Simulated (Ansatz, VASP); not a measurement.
Sn2TeAs2 in VASP and in Ansatz

Contents of INCAR:

```
SYSTEM = Sn2TeAs2
  ALGO = Normal
  EDIFF = 1E-7
  EDIFFG = -0.04
  ENCUT = 600
  GGA = PE
  IBRION = 2
  ISIF = 3
  ISMEAR = 0
  LASPH = .True.
  LCHARG = .False.
  LREAL = .False.
  LWAVE = .False.
  NELM = 80
  NSW = 90
  PREC = Accurate
  SIGMA = 0.1
```

Contents of KPOINTS:

```
k-points
0
Gamma
  4 4 4
  0 0 0
```

The input POSCAR:

```
Sn2TeAs2
1.0
    4.6625620900      0.0000000000      0.0000000000
    0.0000000000      4.6625620900      0.0000000000
    0.0000000000      0.0000000000      6.1641365200
Sn Te As
2 1 2
Direct
    0.5000000000      0.5000000000      0.7247068300
    0.5000000000      0.5000000000      0.2752931700
    0.0000000000      0.0000000000      0.0000000000
    0.5000000000      0.0000000000      0.5000000000
    0.0000000000      0.5000000000      0.5000000000
```

Input for Ansatz:

```yaml
crystal:
  lattice:
    - [4.66256209, 0.0, 0.0]
    - [0.0, 4.66256209, 0.0]
    - [0.0, 0.0, 6.16413652]
  atoms:
    - { symbol: Sn, position: [0.5, 0.5, 0.72470683] }
    - { symbol: Sn, position: [0.5, 0.5, 0.27529317] }
    - { symbol: Te, position: [0.0, 0.0, 0.0] }
    - { symbol: As, position: [0.5, 0.0, 0.5] }
    - { symbol: As, position: [0.0, 0.5, 0.5] }
basis:
  ecutwfc: 420
kpoints:
  mp_grid: { grid: [4, 4, 4] }
hamiltonian:
  xc: pbe
scf:
  occupations: { method: gaussian, width: 0.1 }
  lower_state_search: "off"
output:
  forces: true
  stress: true
  eigenvalues: true
relax:
  adjacent_minimum: "off"
  f_tol: 0.04
  max_steps: 70
  cell: { stress_tol: 0.4 }
```

Change from the starting cell: species swapped into the BaAs2Pd2 type (P4/mmm, No. 123).

Alike in both runs: task relaxation of cell and atoms; functional PBE; k mesh 4 × 4 × 4; occupations gaussian, width 0.1 eV; no spin polarisation.

|  | VASP | Ansatz |
| --- | --- | --- |
| version | VASP 6.6.1 | Ansatz 0.2.0 |
| potentials or method | VASP PAW PBE potentials, release 64 (Sn_d, Te, As), cutoff 600 eV | scalar-relativistic, plane waves, PAW |
| valence electrons in the cell | 44 | 74 |

```tsv
	VASP	Ansatz	Ansatz less VASP
gap on the k mesh at the Fermi level, each at its own relaxed structure (eV)	none	none	-
relaxed volume (Å³/atom)	26.18	26.25	+0.071
relaxed cell length with the largest relative difference (Å)	8.152	8.194	+0.0422
```

A gap of «none» marks a metal or a gap that the smearing closes. VASP's potentials hold 44 valence electrons a cell and Ansatz's 74, so a difference there can come from the potentials and not from the codes.

Neither program's run includes spin-orbit coupling.
